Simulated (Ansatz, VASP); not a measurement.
**CoGe3: VASP beside Ansatz**

INCAR

```
SYSTEM = CoGe3
PREC = Accurate
ENCUT = 520
EDIFF = 1E-6
ISMEAR = 0
SIGMA = 0.1
LREAL = .FALSE.
LASPH = .TRUE.
NELM = 150
ALGO = Normal
ISIF = 2
LWAVE = .FALSE.
LCHARG = .FALSE.
ISPIN = 2
MAGMOM = 0 0 0 3.5
LORBIT = 11
LMAXMIX = 4
GGA = PS
NBANDS = 38
```

Contents of KPOINTS:

```
Automatic mesh
0
G
  10 10 10
  0 0 0
```

POSCAR

```
CoGe3
1.0
    3.9257872121      0.0000000000      0.0000000000
    0.0000000000      3.9257872121      0.0000000000
    0.0000000000      0.0000000000      3.9257872121
Ge Co
3 1
Direct
    0.0000000000      0.5000000000      0.5000000000
    0.5000000000      0.0000000000      0.5000000000
    0.5000000000      0.5000000000      0.0000000000
    0.0000000000      0.0000000000      0.0000000000
```

Input for Ansatz:

```yaml
crystal:
  lattice:
    - [3.9257872121, 0.0, 0.0]
    - [0.0, 3.9257872121, 0.0]
    - [0.0, 0.0, 3.9257872121]
  atoms:
    - { symbol: Ge, position: [0.0, 0.5, 0.5] }
    - { symbol: Ge, position: [0.5, 0.0, 0.5] }
    - { symbol: Ge, position: [0.5, 0.5, 0.0] }
    - { symbol: Co, position: [0.0, 0.0, 0.0], spin: 3.5 }
basis:
  ecutwfc: 420
kpoints:
  mp_grid: { grid: [10, 10, 10] }
hamiltonian:
  xc: pbesol
scf:
  occupations: { method: gaussian, width: 0.1 }
  lower_state_search: "off"
output:
  forces: true
  stress: true
  eigenvalues: true
  populations: true
magnetization:
  spin_polarized: true
```

Alike in both runs: task single point; functional PBEsol; k mesh 10 × 10 × 10; occupations gaussian, width 0.1 eV; collinear spin.

|  | VASP | Ansatz |
| --- | --- | --- |
| version | VASP 6.6.1 | Ansatz 0.2.0 |
| potentials or method | VASP PAW PBE potentials, release 64 (Ge_d, Co), cutoff 520 eV | scalar-relativistic, plane waves, PAW |
| valence electrons in the cell | 51 | 59 |

Ansatz gave:

| Quantity | Value |
| --- | --- |
| gap on the k mesh at the Fermi level (eV) | none |
| pressure (GPa) | 0.7 |
| net moment per atom (μB) | 0.19 |
| size of the moment on the site where the two differ most (μB) | 0.76 |

Q: Estimate VASP's values.

A: gap on the k mesh at the Fermi level (eV): none; pressure (GPa): 0.8; net moment per atom (μB): 0.18; size of the moment on the site where the two differ most (μB): 0.72.

VASP's potentials were made for PBE, not for PBEsol. Site moments also hang on the region over which each program counts them. A gap of «none» marks a metal or a gap that the smearing closes. With one functional, cell and mesh, what is left measures potentials, basis and numerics. VASP's potentials hold 51 valence electrons a cell and Ansatz's 59, so a difference there can come from the potentials and not from the codes.
